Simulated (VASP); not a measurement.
# Ba (Cmmm) in VASP: further runs

The runs below take Ba through single point, with PBEsol.

Everything below comes from runs of VASP 6.6.1. Logs are shortened: lines on timing, memory, paths and dates and some standing lists are left out, and cuts for length are marked.

### Step 1. The cell of the first run

It takes space group Cmmm (No. 65, orthorhombic). Conventional cell: a = 3.754 Å, b = 7.008 Å, c = 5.472 Å, α = 90.00°, β = 90.00°, γ = 90.00°. Ba (site symmetry mmm) has 6 Ba at 3.75 to 3.97 Å within 4.9 Å.

### Step 2. Single point, PBEsol (strain -0.040 along x and y, -0.040 along z)

The input, INCAR:

```
  ALGO = Normal
  EDIFF = 1E-6
  ENCUT = 500
  GGA = PS
  GGA_COMPAT = False
  ISIF = 2
  ISMEAR = 0
  LASPH = True
  LCHARG = False
  LREAL = False
  LWAVE = False
  NBANDS = 11
  NELM = 120
  PREC = Accurate
  SIGMA = 0.15
```

The input, KPOINTS:

```
k-points
0
Gamma
  14 14 8
```

The input, POSCAR:

```
Ba
1.0
    1.8768000000     -3.5040000000      0.0000000000
    1.8768000000      3.5040000000      0.0000000000
    0.0000000000      0.0000000000      5.4720000000
Ba
1
Direct
    0.0000000000      0.0000000000      0.0000000000
```

Potentials or basis: VASP PAW PBE potentials, release 64 (Ba_sv).

Run with:

```
> cat potpaw_PBE.64/Ba_sv/POTCAR > POTCAR
> mpirun -np 1 vasp_std > vasp.out
```

OUTCAR:

```text
EDIFF = 1E-6
   ENCUT = 500
   GGA = PS
   ISIF = 2
   ISMEAR = 0
   LASPH = True
   LREAL = False
   NELM = 120
   PREC = Accurate

 ion  position               nearest neighbor table
   1  0.000  0.000  0.000-

  LATTYP: Found a base centered orthorhombic cell.
 ALAT       =     3.7536000000
 B/A-ratio  =     1.8670076726
 C/A-ratio  =     1.4578005115

  Lattice vectors:

 A1 = (   1.8768000000,  -3.5040000000,   0.0000000000)
 A2 = (   1.8768000000,   3.5040000000,   0.0000000000)
 A3 = (   0.0000000000,   0.0000000000,   5.4720000000)

Analysis of symmetry for initial positions (statically):
=====================================================================
 Subroutine PRICEL returns:
 Original cell was already a primitive cell.

 Routine SETGRP: Setting up the symmetry group for a
 base centered orthorhombic supercell.

 Subroutine GETGRP returns: Found  8 space group operations
 (whereof  8 operations were pure point group operations)
 out of a pool of  8 trial point group operations.

The static configuration has the point symmetry D_2h.

Analysis of symmetry for dynamics (positions and initial velocities):
=====================================================================
 Subroutine PRICEL returns:
 Original cell was already a primitive cell.

 Routine SETGRP: Setting up the symmetry group for a
 base centered orthorhombic supercell.

 Subroutine GETGRP returns: Found  8 space group operations
 (whereof  8 operations were pure point group operations)
 out of a pool of  8 trial point group operations.

The dynamic configuration has the point symmetry D_2h.

 Subroutine INISYM returns: Found  8 space group operations
 (whereof  8 operations are pure point group operations),
 and found     1 'primitive' translations

----------------------------------------------------------------------------------------

                                     Primitive cell

  volume of cell :      71.9711

  direct lattice vectors                    reciprocal lattice vectors
     1.876800000 -3.504000000  0.000000000     0.266410912 -0.142694064  0.000000000
     1.876800000  3.504000000  0.000000000     0.266410912  0.142694064  0.000000000
     0.000000000  0.000000000  5.472000000     0.000000000  0.000000000  0.182748538

  length of vectors
     3.974970973  3.974970973  5.472000000     0.302219076  0.302219076  0.182748538

  position of ions in fractional coordinates (direct lattice)
     0.000000000  0.000000000  0.000000000

  ion indices of the primitive-cell ions
   primitive index   ion index
                 1           1

----------------------------------------------------------------------------------------

 KPOINTS: k-points

Automatic generation of k-mesh.
 Grid dimensions read from file:
 generate k-points for:   14   14    8

 Generating k-lattice:

  Cartesian coordinates                     Fractional coordinates (reciprocal lattice)
     0.019029351 -0.010192433  0.000000000     0.071428571  0.000000000  0.000000000
     0.019029351  0.010192433  0.000000000     0.000000000  0.071428571  0.000000000
     0.000000000  0.000000000  0.022843567     0.000000000  0.000000000  0.125000000

  Length of vectors
     0.021587077  0.021587077  0.022843567

  Shift w.r.t. Gamma in fractional coordinates (k-lattice)
     0.000000000  0.000000000  0.000000000

 Subroutine IBZKPT returns following result:
 ===========================================

 Found    285 irreducible k-points:

 Following reciprocal coordinates:
            Coordinates               Weight
  0.000000  0.000000  0.000000      1.000000
  0.071429  0.000000  0.000000      4.000000
  0.142857  0.000000  0.000000      4.000000
  0.214286  0.000000  0.000000      4.000000
  0.285714  0.000000  0.000000      4.000000
  0.357143  0.000000  0.000000      4.000000
[... 16 lines left out ...]
  0.214286  0.142857  0.000000      4.000000
  0.285714  0.142857  0.000000      4.000000
 [... further k-points ...]
   k-points           NKPTS =    285   k-points in BZ     NKDIM =    285   number of bands    NBANDS=     11
   number of dos      NEDOS =    301   number of ions     NIONS =      1
   total plane-waves  NPLWV =  36000
   dimension x,y,z NGX =    30 NGY =   30 NGZ =   40
   dimension x,y,z NGXF=    60 NGYF=   60 NGZF=   80
   ions per type =               1
   NGX,Y,Z   is equivalent  to a cutoff of  12.55, 12.55, 12.15 a.u.
   NGXF,Y,Z  is equivalent  to a cutoff of  25.09, 25.09, 24.30 a.u.
 SYSTEM =  unknown system
   PREC   = accura    normal or accurate (medium, high low for compatibility)
   ISTART =      0    job   : 0-new  1-cont  2-samecut
   ICHARG =      2    charge: 1-file 2-atom 10-const
   ISPIN  =      1    spin polarized calculation?
   LNONCOLLINEAR =      F non collinear calculations
   LSORBIT =      F    spin-orbit coupling
   LASPH  =      T    aspherical Exc in radial PAW
   ENCUT  =  500.0 eV  36.75 Ry    6.06 a.u.   7.25  7.25  9.98*2*pi/ulx,y,z
   NELM   =    120;   NELMIN=  2; NELMDL= -5     # of ELM steps
   EDIFF  = 0.1E-05   stopping-criterion for ELM
   LREAL  =      F    real-space projection
   EDIFFG = 0.1E-04   stopping-criterion for IOM
   NSW    =      0    number of steps for IOM
   IBRION =     -1    ionic relax: 0-MD 1-quasi-New 2-CG
   NFREE  =      0    steps in history (QN), initial steepest desc. (CG)
   ISIF   =      2    stress and relaxation
   ISYM   =      2    0-nonsym 1-usesym 2-fastsym
   POTIM  = 0.5000    time-step for ionic-motion
   TEBEG  =    0.0;   TEEND  =   0.0 temperature during run
   PSTRESS=    0.0 pullay stress
   NELECT =      10.0000    total number of electrons
   NUPDOWN=      -1.0000    fix difference up-down
   EMIN   =  10.00;   EMAX   =-10.00  energy-range for DOS
   EFERMI =   0.00;   METHOD = LEGACY
   ISMEAR =     0;   SIGMA  =   0.15  broadening in eV -4-tet -1-fermi 0-gaus
   EFERMI_NEDOS =   21; number of points for ismear=-14 and -15
   IALGO  =     38    algorithm
   IMIX   =      4    mixing-type and parameters
     AMIX     =   0.40;   BMIX     =  1.00
     AMIX_MAG =   1.60;   BMIX_MAG =  1.00
  volume/ion in A,a.u.               =      71.97       485.68
  Fermi-wavevector in a.u.,A,eV,Ry     =   0.847921  1.602339  9.782183  0.718970
  Thomas-Fermi vector in A             =   1.963503
   LORBIT       =      0    0 simple, 1 ext, 2 COOP (PROOUT), +10 PAW based schemes
   GGA     = PS    functional components
   LHFCALC =     F    Hartree Fock is set to
   AEXX    =    0.0000 exact exchange contribution
   IVDW    =     0    specifies the selected vdW correction
   LEPSILON=     F    determine dielectric tensor
   LRPA    =     F    only Hartree local field effects (RPA)
 non-spin polarized calculation
 Gauss-broadening in eV      SIGMA  =   0.15
  energy-cutoff  :      500.00
  volume of cell :       71.97
 maximum number of plane-waves:      1848
 NGX is ok and might be reduce to    30
   NGX = 15   NGY = 15   NGZ = 19

 number of electron      10.0000000 magnetization

 Free energy of the ion-electron system (eV)
  ---------------------------------------------------
  ext. energy  EPLUGINS =         0.00000000
  ---------------------------------------------------
  free energy    TOTEN  =        -1.53180010 eV

  energy without entropy =       -1.50177008  energy(sigma->0) =       -1.51678509

 E-fermi :   0.9410     XC(G=0):  -6.8929

 val. band max:        0.9402668931   @ k =  -0.1429   0.0714   0.3750
 cond. band min:       0.9420104246   @ k =   0.0714   0.0000   0.0000
 fundamental gap:      0.0017435316
 Fermi energy:         0.9410112342

 k-point     1 :       0.0000    0.0000    0.0000
  band No.  band energies     occupation
      1     -28.0292      2.00000
      2     -13.2492      2.00000
      3     -12.6583      2.00000
      4     -12.5347      2.00000
      5      -1.4186      2.00000
      6       0.8477      1.62099
      7       2.5143      0.00000
      8       3.6048      0.00000
      9       4.5336      0.00000
     10       5.4477      0.00000
     11       5.8174      0.00000

 k-point     2 :       0.0714    0.0000    0.0000
  band No.  band energies     occupation
      1     -28.0214      2.00000
      2     -13.2392      2.00000
      3     -12.6827      2.00000
      4     -12.5964      2.00000
      5      -1.2914      2.00000
      6       0.9420      0.99248
      7       2.5826      0.00000
      8       3.4361      0.00000
      9       4.1239      0.00000
     10       5.4523      0.00000
     11       6.1688      0.00000

 k-point     3 :       0.1429    0.0000    0.0000
  band No.  band energies     occupation
      1     -27.9995      2.00000
      2     -13.2109      2.00000
      3     -12.8266      2.00000
      4     -12.6868      2.00000
      5      -0.9455      2.00000
      6       1.2013      0.01411
      7       2.5420      0.00000
      8       3.4004      0.00000
      9       3.4586      0.00000
     10       5.2984      0.00000
     11       6.8293      0.00000

 k-point     4 :       0.2143    0.0000    0.0000
  band No.  band energies     occupation
      1     -27.9674      2.00000
      2     -13.1695      2.00000
      3     -13.0864      2.00000
      4     -12.7497      2.00000
      5      -0.4769      2.00000
      6       1.4392      0.00000
      7       2.4112      0.00000
      8       2.8259      0.00000
      9       3.9310      0.00000
     10       5.0802      0.00000
     11       7.3922      0.00000
[... 239 lines left out ...]
 k-point    22 :       0.1429    0.1429    0.0000
  band No.  band energies     occupation
      1     -27.9447      2.00000
      2     -13.2614      2.00000
      3     -13.1414      2.00000
      4     -12.7746      2.00000
      5      -0.1618      2.00000
      6       1.8198      0.00000
      7       1.8804      0.00000
      8       2.5362      0.00000
      9       4.4454      0.00000
     10       4.8982      0.00000
     11       7.8140      0.00000

 k-point    23 :       0.2143    0.1429    0.0000
  band No.  band energies     occupation
      1     -27.9121      2.00000
      2     -13.4888      2.00000
      3     -13.0990      2.00000
      4     -12.8479      2.00000
      5       0.3561      2.00000
      6       1.5082      0.00000
      7       2.1384      0.00000
      8       2.3380      0.00000
      9       4.5401      0.00000
     10       5.2971      0.00000
     11       7.6188      0.00000

 k-point    24 :       0.2857    0.1429    0.0000
  band No.  band energies     occupation
      1     -27.8844      2.00000
      2     -13.6604      2.00000
      3     -13.0626      2.00000
      4     -12.9279      2.00000
      5       0.6397      1.99549
      6       1.5777      0.00000
      7       1.8604      0.00000
      8       2.8751      0.00000
      9       4.1898      0.00000
     10       5.5895      0.00000
     11       7.7113      0.00000

 [... further k-points ...]

------------------------ aborting loop because EDIFF is reached ----------------------------------------

  FORCE on cell =-STRESS in cart. coord.  units (eV):
  Direction    XX          YY          ZZ          XY          YZ          ZX
  --------------------------------------------------------------------------------------
  -------------------------------------------------------------------------------------
  Total        1.4840385      0.6817538     -1.3166167     -0.0000000      0.0000000      0.0000000
  in kB       33.0367693     15.1767927    -29.3097259     -0.0000000      0.0000000      0.0000000
  external PRESSURE =       6.3012787 kB  Pullay stress =       0.0000000 kB

 VOLUME and BASIS-vectors are now :
 -----------------------------------------------------------------------------
  energy-cutoff  :      500.00
  volume of cell :       71.97
      direct lattice vectors                 reciprocal lattice vectors
     1.876800000 -3.504000000  0.000000000     0.266410912 -0.142694064  0.000000000
     1.876800000  3.504000000  0.000000000     0.266410912  0.142694064  0.000000000
     0.000000000  0.000000000  5.472000000     0.000000000  0.000000000  0.182748538

 POSITION                                       TOTAL-FORCE (eV/Angst)
 -----------------------------------------------------------------------------------
      0.00000      0.00000      0.00000         0.000000     -0.000000      0.000000
 -----------------------------------------------------------------------------------
    total drift:                                0.000000      0.000000     -0.000000

  FREE ENERGIE OF THE ION-ELECTRON SYSTEM (eV)
  ---------------------------------------------------
  free  energy   TOTEN  =        -1.5318000986 eV

  energy  without entropy=       -1.5017700753  energy(sigma->0) =       -1.51678509
```

Wall time 2.6 min (1 thread of Intel Xeon 8259CL, shared host); peak memory 0.34 GiB.

What came out:

```
Free energy            : -1.5318 eV
Pressure               : 0.6 GPa
Band gap on the k mesh : zero (bands 5 and 6 overlap by 1.42 eV)
```

Stress tensor (GPa, compression positive):
```
 3.30  0.00  0.00
 0.00  1.52  0.00
 0.00  0.00 -2.93
```

Caveat: the cell differs from its parent crystal (strain -0.040 along x and y, -0.040 along z); the stress differs along the axes, from -3 to 3 GPa; the PAW data sets were made with another functional, which shifts forces and pressure a little; spin-orbit coupling is left out, which moves the levels of the heavy elements.

### Step 3. Single point, PBEsol (strain -0.080 along x and y, +0.080 along z)

The input, INCAR:

```
SYSTEM = Ba
  PREC = Accurate
  ENCUT = 500
  EDIFF = 1E-6
  ISMEAR = 0
  SIGMA = 0.15
  LREAL = .False.
  LASPH = .True.
  NELM = 120
  ALGO = Normal
  ISIF = 2
  LWAVE = .False.
  LCHARG = .False.
  GGA = PS
  NBANDS = 11
  GGA_COMPAT = .False.
```

The input, KPOINTS:

```
regular mesh
0
Gamma
  14 14 8
  0 0 0
```

The input, POSCAR:

```
Ba
1.0
    1.7986000000     -3.3580000000      0.0000000000
    1.7986000000      3.3580000000      0.0000000000
    0.0000000000      0.0000000000      6.1560000000
Ba
1
Direct
    0.0000000000      0.0000000000      0.0000000000
```

Potentials or basis: VASP PAW PBE potentials, release 64 (Ba_sv).

Run with:

```
> cat potpaw_PBE.64/Ba_sv/POTCAR > POTCAR
> mpirun -np 1 vasp_std > vasp.out
```

Wall time 2.4 min (1 thread of Intel Xeon 8259CL, shared host); peak memory 0.35 GiB.

Results (log left out):

```yaml
Free_energy: -1.2706 eV
Pressure: 1.6 GPa
Band_gap_on_the_k_mesh: zero (bands 5 and 6 overlap by 1.27 eV)
```

Stress tensor (GPa, compression positive):
```
 4.48  0.00  0.00
 0.00  2.67  0.00
 0.00  0.00 -2.31
```

Levels at points of the mesh, in eV from the Fermi level:
```tsv
k point	band 3	band 4	band 5	band 6	band 7	band 8
(0.00, 0.00, 0.00)	-13.35	-13.18	-2.19	-0.22	1.63	2.69
(0.50, 0.00, 0.00)	-13.91	-13.71	-1.01	0.12	1.96	2.61
(0.50, 0.50, 0.00)	-13.99	-13.45	-0.86	0.09	1.57	2.20
(0.00, 0.00, 0.50)	-13.35	-13.18	-1.76	-0.09	1.40	1.65
(0.50, 0.00, 0.50)	-13.92	-13.71	-0.96	-0.28	3.28	3.49
(0.50, 0.50, 0.50)	-13.99	-13.45	-0.80	-0.36	2.95	3.17
```

Caveat: the cell differs from its parent crystal (strain -0.080 along x and y, +0.080 along z); the stress differs along the axes, from -2 to 4 GPa; the PAW data sets were made with another functional, which shifts forces and pressure a little; spin-orbit coupling is left out, which moves the levels of the heavy elements.
